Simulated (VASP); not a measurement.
# Sn3Se (R-3m) in VASP: a series of runs

Sn3Se is run at these levels: PBEsol; tasks: single point.

Everything below comes from runs of VASP 6.6.1. Logs are shortened: lines on timing, memory, paths and dates and some standing lists are left out, and cuts for length are marked.

## 1. The cell of the first run

It takes space group R-3m (No. 166, trigonal). Conventional cell: a = 5.877 Å, b = 5.877 Å, c = 10.148 Å, α = 90.00°, β = 90.00°, γ = 120.00°. Sn (site symmetry 2/m) has 8 Sn at 2.94 to 3.78 Å and 4 Se at 2.94 to 3.78 Å within 3.9 Å. Within 3.9 Å of Se (site symmetry -3m) lie 12 Sn at 2.94 to 3.78 Å.

## 2. Single point, PBEsol

File INCAR:

```
  PREC = Accurate
  ENCUT = 520
  EDIFF = 1E-7
  ISMEAR = 0
  SIGMA = 0.15
  LREAL = False
  LASPH = True
  NELM = 60
  ALGO = Normal
  ISIF = 2
  LWAVE = False
  LCHARG = True
  GGA = PS
  LELF = True
  LVHAR = True
  NBANDS = 32
```

File KPOINTS:

```
Automatic mesh
0
Gamma
  12 12 12
```

File POSCAR:

```
Sn3Se
1.0
    4.7232748101      0.5679010769      0.5679010769
    0.5679010769      4.7232748101      0.5679010769
    0.5679010769      0.5679010769      4.7232748101
Sn Se
3 1
Direct
    0.0000000000      0.5000000000      0.5000000000
    0.5000000000      0.0000000000      0.5000000000
    0.5000000000      0.5000000000      0.0000000000
    0.0000000000      0.0000000000      0.0000000000
```

Potentials or basis: VASP PAW PBE potentials, release 64 (Sn_d, Se).

Launch:

```bash
> cat potpaw_PBE.64/Sn_d/POTCAR potpaw_PBE.64/Se/POTCAR > POTCAR
> mpirun -np 1 vasp_std > vasp.out
```

OUTCAR:

```text
PREC = Accurate
   ENCUT = 520
   EDIFF = 1E-7
   ISMEAR = 0
   LREAL = False
   LASPH = True
   NELM = 60
   ISIF = 2
   GGA = PS

 ion  position               nearest neighbor table
   1  0.000  0.500  0.500-   3 2.94   4 2.94   2 2.94   4 2.94   2 2.94   3 2.94
   2  0.500  0.000  0.500-   3 2.94   4 2.94   1 2.94   3 2.94   1 2.94   4 2.94
   3  0.500  0.500  0.000-   1 2.94   2 2.94   2 2.94   4 2.94   1 2.94   4 2.94
   4  0.000  0.000  0.000-   1 2.94   2 2.94   1 2.94   3 2.94   2 2.94   3 2.94

  LATTYP: Found a trigonal (rhomboedric) cell.
 ALAT       =     4.7910696298
 COS(alpha) =     0.2477620922

  Lattice vectors:

 A1 = (   4.7232748101,   0.5679010769,   0.5679010769)
 A2 = (   0.5679010769,   4.7232748101,   0.5679010769)
 A3 = (   0.5679010769,   0.5679010769,   4.7232748101)

Analysis of symmetry for initial positions (statically):
=====================================================================
 Subroutine PRICEL returns:
 Original cell was already a primitive cell.

 Routine SETGRP: Setting up the symmetry group for a
 trigonal (rhombohedral) supercell.

 Subroutine GETGRP returns: Found 12 space group operations
 (whereof 12 operations were pure point group operations)
 out of a pool of 12 trial point group operations.

The static configuration has the point symmetry D_3d.

Analysis of symmetry for dynamics (positions and initial velocities):
=====================================================================
 Subroutine PRICEL returns:
 Original cell was already a primitive cell.

 Routine SETGRP: Setting up the symmetry group for a
 trigonal (rhombohedral) supercell.

 Subroutine GETGRP returns: Found 12 space group operations
 (whereof 12 operations were pure point group operations)
 out of a pool of 12 trial point group operations.

The dynamic configuration has the point symmetry D_3d.

 Subroutine INISYM returns: Found 12 space group operations
 (whereof 12 operations are pure point group operations),
 and found     1 'primitive' translations

----------------------------------------------------------------------------------------

                                     Primitive cell

  volume of cell :     101.1694

  direct lattice vectors                    reciprocal lattice vectors
     4.723274810  0.567901077  0.567901077     0.217326610 -0.023325631 -0.023325631
     0.567901077  4.723274810  0.567901077    -0.023325631  0.217326610 -0.023325631
     0.567901077  0.567901077  4.723274810    -0.023325631 -0.023325631  0.217326610

  length of vectors
     4.791069630  4.791069630  4.791069630     0.219815890  0.219815890  0.219815890

  position of ions in fractional coordinates (direct lattice)
     1.000000000  0.500000000  0.500000000
     0.500000000  1.000000000  0.500000000
     0.500000000  0.500000000  1.000000000
     0.000000000  0.000000000  0.000000000

  ion indices of the primitive-cell ions
   primitive index   ion index
                 1           1
                 2           2
                 3           3
                 4           4

----------------------------------------------------------------------------------------

 KPOINTS: Automatic mesh

Automatic generation of k-mesh.
 Grid dimensions read from file:
 generate k-points for:   12   12   12

 Generating k-lattice:

  Cartesian coordinates                     Fractional coordinates (reciprocal lattice)
     0.018110551 -0.001943803 -0.001943803     0.083333333 -0.000000000 -0.000000000
    -0.001943803  0.018110551 -0.001943803    -0.000000000  0.083333333 -0.000000000
    -0.001943803 -0.001943803  0.018110551    -0.000000000 -0.000000000  0.083333333

  Length of vectors
     0.018317991  0.018317991  0.018317991

  Shift w.r.t. Gamma in fractional coordinates (k-lattice)
     0.000000000  0.000000000  0.000000000

 Subroutine IBZKPT returns following result:
 ===========================================

 Found    189 irreducible k-points:

 Following reciprocal coordinates:
            Coordinates               Weight
  0.000000  0.000000  0.000000      1.000000
  0.083333 -0.000000 -0.000000      6.000000
  0.166667 -0.000000 -0.000000      6.000000
  0.250000 -0.000000 -0.000000      6.000000
  0.333333 -0.000000 -0.000000      6.000000
  0.416667 -0.000000 -0.000000      6.000000
[... 16 lines left out ...]
  0.500000  0.166667 -0.000000     12.000000
 -0.416667  0.166667 -0.000000     12.000000
 [... further k-points ...]
   k-points           NKPTS =    189   k-points in BZ     NKDIM =    189   number of bands    NBANDS=     32
   number of dos      NEDOS =    301   number of ions     NIONS =      4
   total plane-waves  NPLWV =  46656
   dimension x,y,z NGX =    36 NGY =   36 NGZ =   36
   dimension x,y,z NGXF=    72 NGYF=   72 NGZF=   72
   ions per type =               3   1
   NGX,Y,Z   is equivalent  to a cutoff of  12.49, 12.49, 12.49 a.u.
   NGXF,Y,Z  is equivalent  to a cutoff of  24.98, 24.98, 24.98 a.u.
 SYSTEM =  unknown system
   PREC   = accura    normal or accurate (medium, high low for compatibility)
   ISTART =      0    job   : 0-new  1-cont  2-samecut
   ICHARG =      2    charge: 1-file 2-atom 10-const
   ISPIN  =      1    spin polarized calculation?
   LNONCOLLINEAR =      F non collinear calculations
   LSORBIT =      F    spin-orbit coupling
   LASPH  =      T    aspherical Exc in radial PAW
   ENCUT  =  520.0 eV  38.22 Ry    6.18 a.u.   8.91  8.91  8.91*2*pi/ulx,y,z
   NELM   =     60;   NELMIN=  2; NELMDL= -5     # of ELM steps
   EDIFF  = 0.1E-06   stopping-criterion for ELM
   LREAL  =      F    real-space projection
   EDIFFG = 0.1E-05   stopping-criterion for IOM
   NSW    =      0    number of steps for IOM
   IBRION =     -1    ionic relax: 0-MD 1-quasi-New 2-CG
   NFREE  =      0    steps in history (QN), initial steepest desc. (CG)
   ISIF   =      2    stress and relaxation
   ISYM   =      2    0-nonsym 1-usesym 2-fastsym
   POTIM  = 0.5000    time-step for ionic-motion
   TEBEG  =    0.0;   TEEND  =   0.0 temperature during run
   PSTRESS=    0.0 pullay stress
   NELECT =      48.0000    total number of electrons
   NUPDOWN=      -1.0000    fix difference up-down
   EMIN   =  10.00;   EMAX   =-10.00  energy-range for DOS
   EFERMI =   0.00;   METHOD = LEGACY
   ISMEAR =     0;   SIGMA  =   0.15  broadening in eV -4-tet -1-fermi 0-gaus
   EFERMI_NEDOS =   21; number of points for ismear=-14 and -15
   IALGO  =     38    algorithm
   IMIX   =      4    mixing-type and parameters
     AMIX     =   0.40;   BMIX     =  1.00
     AMIX_MAG =   1.60;   BMIX_MAG =  1.00
  volume/ion in A,a.u.               =      25.29       170.68
  Fermi-wavevector in a.u.,A,eV,Ry     =   1.276847  2.412891 22.182091  1.630338
  Thomas-Fermi vector in A             =   2.409480
   LORBIT       =      0    0 simple, 1 ext, 2 COOP (PROOUT), +10 PAW based schemes
   GGA     = PS    functional components
   LHFCALC =     F    Hartree Fock is set to
   AEXX    =    0.0000 exact exchange contribution
   IVDW    =     0    specifies the selected vdW correction
   LEPSILON=     F    determine dielectric tensor
   LRPA    =     F    only Hartree local field effects (RPA)
 non-spin polarized calculation
 Gauss-broadening in eV      SIGMA  =   0.15
  energy-cutoff  :      520.00
  volume of cell :      101.17
 maximum number of plane-waves:      2746
   NGX = 17   NGY = 17   NGZ = 17

 number of electron      48.0000023 magnetization

 Free energy of the ion-electron system (eV)
  ---------------------------------------------------
  ext. energy  EPLUGINS =         0.00000000
  ---------------------------------------------------
  free energy    TOTEN  =       -15.64119257 eV

  energy without entropy =      -15.61915091  energy(sigma->0) =      -15.63017174

 E-fermi :   7.6485     XC(G=0): -10.4603

 val. band max:        7.6483934773   @ k =   0.4167  -0.0000  -0.0000
 cond. band min:       7.6510012456   @ k =   0.3333   0.0833  -0.0000
 fundamental gap:      0.0026077682
 Fermi energy:         7.6485248091

 k-point     1 :       0.0000    0.0000    0.0000
  band No.  band energies     occupation
      1     -14.3515      2.00000
      2     -14.2960      2.00000
      3     -14.2960      2.00000
      4     -14.1459      2.00000
      5     -14.1118      2.00000
      6     -14.0660      2.00000
[... 24 lines left out ...]
     31      11.7588      0.00000
     32      12.8330      0.00000

 k-point     2 :       0.0833   -0.0000   -0.0000
  band No.  band energies     occupation
      1     -14.3445      2.00000
      2     -14.2938      2.00000
      3     -14.2873      2.00000
      4     -14.1424      2.00000
      5     -14.1094      2.00000
      6     -14.0655      2.00000
[... 24 lines left out ...]
     31      12.0471      0.00000
     32      12.9990      0.00000

 k-point     3 :       0.1667   -0.0000   -0.0000
  band No.  band energies     occupation
      1     -14.3264      2.00000
      2     -14.2851      2.00000
      3     -14.2618      2.00000
      4     -14.1322      2.00000
      5     -14.1026      2.00000
      6     -14.0635      2.00000
[... 24 lines left out ...]
     31      12.3402      0.00000
     32      12.8540      0.00000

 k-point     4 :       0.2500   -0.0000   -0.0000
  band No.  band energies     occupation
      1     -14.3088      2.00000
      2     -14.2613      2.00000
      3     -14.2211      2.00000
      4     -14.1169      2.00000
      5     -14.0924      2.00000
      6     -14.0587      2.00000
[... 24 lines left out ...]
     31      13.0718      0.00000
     32      13.7820      0.00000

 k-point     5 :       0.3333   -0.0000   -0.0000
  band No.  band energies     occupation
      1     -14.2998      2.00000
      2     -14.2194      2.00000
      3     -14.1682      2.00000
      4     -14.1001      2.00000
      5     -14.0799      2.00000
      6     -14.0479      2.00000
[... 584 lines left out ...]
     31      13.5892      0.00000
     32      13.9964      0.00000

 k-point    22 :       0.4167    0.1667   -0.0000
  band No.  band energies     occupation
      1     -14.2691      2.00000
      2     -14.2333      2.00000
      3     -14.1435      2.00000
      4     -14.0841      2.00000
      5     -14.0694      2.00000
      6     -14.0467      2.00000
[... 24 lines left out ...]
     31      13.9515      0.00000
     32      14.3637      0.00000

 k-point    23 :       0.5000    0.1667   -0.0000
  band No.  band energies     occupation
      1     -14.2658      2.00000
      2     -14.1844      2.00000
      3     -14.1019      2.00000
      4     -14.0764      2.00000
      5     -14.0424      2.00000
      6     -14.0413      2.00000
[... 24 lines left out ...]
     31      13.6713      0.00000
     32      14.7220      0.00000

 k-point    24 :      -0.4167    0.1667   -0.0000
  band No.  band energies     occupation
      1     -14.2649      2.00000
      2     -14.1538      2.00000
      3     -14.0809      2.00000
      4     -14.0775      2.00000
      5     -14.0719      2.00000
      6     -14.0432      2.00000
[... 24 lines left out ...]
     31      13.5061      0.00000
     32      14.2787      0.00000

 [... further k-points ...]

------------------------ aborting loop because EDIFF is reached ----------------------------------------

  FORCE on cell =-STRESS in cart. coord.  units (eV):
  Direction    XX          YY          ZZ          XY          YZ          ZX
  --------------------------------------------------------------------------------------
  -------------------------------------------------------------------------------------
  Total        4.4705770      4.4705770      4.4705770     -3.4066537     -3.4066537     -3.4066537
  in kB       70.7986180     70.7986180     70.7986180    -53.9497186    -53.9497186    -53.9497186
  external PRESSURE =      70.7986180 kB  Pullay stress =       0.0000000 kB

 VOLUME and BASIS-vectors are now :
 -----------------------------------------------------------------------------
  energy-cutoff  :      520.00
  volume of cell :      101.17
      direct lattice vectors                 reciprocal lattice vectors
     4.723274810  0.567901077  0.567901077     0.217326610 -0.023325631 -0.023325631
     0.567901077  4.723274810  0.567901077    -0.023325631  0.217326610 -0.023325631
     0.567901077  0.567901077  4.723274810    -0.023325631 -0.023325631  0.217326610

 POSITION                                       TOTAL-FORCE (eV/Angst)
 -----------------------------------------------------------------------------------
      0.56790      2.64559      2.64559         0.000000     -0.000000      0.000000
      2.64559      0.56790      2.64559         0.000000      0.000000     -0.000000
      2.64559      2.64559      0.56790        -0.000000     -0.000000     -0.000000
      0.00000      0.00000      0.00000         0.000000      0.000000     -0.000000
 -----------------------------------------------------------------------------------
    total drift:                                0.000000      0.000000      0.000000

  FREE ENERGIE OF THE ION-ELECTRON SYSTEM (eV)
  ---------------------------------------------------
  free  energy   TOTEN  =       -15.6411925654 eV

  energy  without entropy=      -15.6191509138  energy(sigma->0) =      -15.63017174
```

It took 3.6 min on 1 thread of Intel Xeon 6975P-C (Granite Rapids), shared host; peak memory 0.57 GiB.

Results:

```yaml
Free_energy: -15.6412 eV
Pressure: 7.1 GPa
Band_gap_on_the_k_mesh: zero (bands 24 and 25 overlap by 1.20 eV)
```

Levels at points of the mesh, in eV from the Fermi level:
| k point | band 21 | band 22 | band 23 | band 24 | band 25 | band 26 | band 27 | band 28 |
| --- | --- | --- | --- | --- | --- | --- | --- | --- |
| (0.00, 0.00, 0.00) | -4.72 | -4.51 | -1.92 | 0.62 | 0.62 | 1.37 | 3.07 | 3.07 |
| (0.50, 0.00, 0.00) | -2.25 | -2.21 | -1.82 | -0.82 | -0.06 | 0.19 | 0.37 | 2.65 |
| (0.50, 0.50, 0.00) | -2.73 | -1.70 | -1.69 | -1.67 | 0.65 | 1.35 | 1.83 | 2.45 |
| (0.50, 0.50, 0.50) | -5.65 | -5.65 | -5.07 | 0.46 | 2.85 | 2.85 | 4.26 | 4.26 |

Caveat: the cell stands under pressure; the PAW data sets were made with another functional, which shifts forces and pressure a little; spin-orbit coupling is left out, which moves the levels of the heavy elements.

(Part 1 of 2 ends here.)
